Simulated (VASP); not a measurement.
Write the native input for VASP 6.6.1 that does the following.

```
Task                   : single point
Functional             : r2SCAN
Potentials or basis    : VASP PAW PBE potentials, release 64 (Sr_sv)
Cutoff                 : 520 eV
k mesh                 : 12 × 12 × 12
Occupations            : gaussian, width 0.1 eV
Spin                   : no spin polarisation
Dipole correction      : no
Further INCAR settings : ALGO = Normal; EDIFF = 1e-06; NBANDS = 11
```

Sr:

```
Sr
1.0
    -2.42823    2.42823    2.42823
     2.42823   -2.42823    2.42823
     2.42823    2.42823   -2.42823
Sr
1
Direct
  0.00000 0.00000 0.00000
```

This isn't the form of Sr at room conditions, which is fcc.

The input as run:

POSCAR

```
Sr
1.0
   -2.4282304172      2.4282304172      2.4282304172
    2.4282304172     -2.4282304172      2.4282304172
    2.4282304172      2.4282304172     -2.4282304172
Sr
1
Direct
    0.0000000000      0.0000000000      0.0000000000
```

INCAR.step1

```
SYSTEM = Sr
PREC     = Accurate       ! precision mode
ENCUT    = 520            ! plane-wave cutoff, eV
ISMEAR   = 0              ! smearing method
SIGMA    = 0.1            ! smearing width, eV
LREAL    = .False.        ! projectors in reciprocal space
LASPH    = .True.         ! aspherical terms in the spheres
NELM     = 100            ! most SCF steps
NBANDS   = 11             ! bands
GGA      = PE             ! functional
ALGO     = Normal         ! electronic algorithm
EDIFF    = 1E-4           ! SCF threshold, eV
LWAVE    = .True.         ! write WAVECAR
LCHARG   = .False.        ! write CHGCAR
```

INCAR.step2

```
SYSTEM = Sr
PREC     = Accurate       ! precision mode
ENCUT    = 520            ! plane-wave cutoff, eV
EDIFF    = 1E-6           ! SCF threshold, eV
ISMEAR   = 0              ! smearing method
SIGMA    = 0.1            ! smearing width, eV
LREAL    = .False.        ! projectors in reciprocal space
LASPH    = .True.         ! aspherical terms in the spheres
NELM     = 100            ! most SCF steps
ALGO     = Normal         ! electronic algorithm
ISIF     = 2              ! what is computed and relaxed
LWAVE    = .False.        ! write WAVECAR
LCHARG   = .False.        ! write CHGCAR
METAGGA  = R2SCAN         ! meta-GGA
LMIXTAU  = .True.       
NBANDS   = 11             ! bands
ISTART   = 1
```

KPOINTS

```
regular mesh
0
Gamma
  12 12 12
  0 0 0
```

Potentials or basis: VASP PAW PBE potentials, release 64 (Sr_sv).

Run with:

```sh
$ cat potpaw_PBE.64/Sr_sv/POTCAR > POTCAR
$ cp INCAR.step1 INCAR
$ mpirun -np 1 vasp_std > vasp.out
$ cp INCAR.step2 INCAR
$ mpirun -np 1 vasp_std > vasp.out
```

It gave:

The pressure is -0.3 GPa and the band gap on the k mesh is zero (bands 5 and 6 overlap by 0.42 eV).

Caveat: the PAW data sets were made with another functional, which shifts forces and pressure a little.

Run time: 69 s on 1 thread of Intel(R) Xeon(R) Platinum 8375C CPU @ 2.90GHz (Ice Lake), on a shared host, peak memory 0.21 GiB.
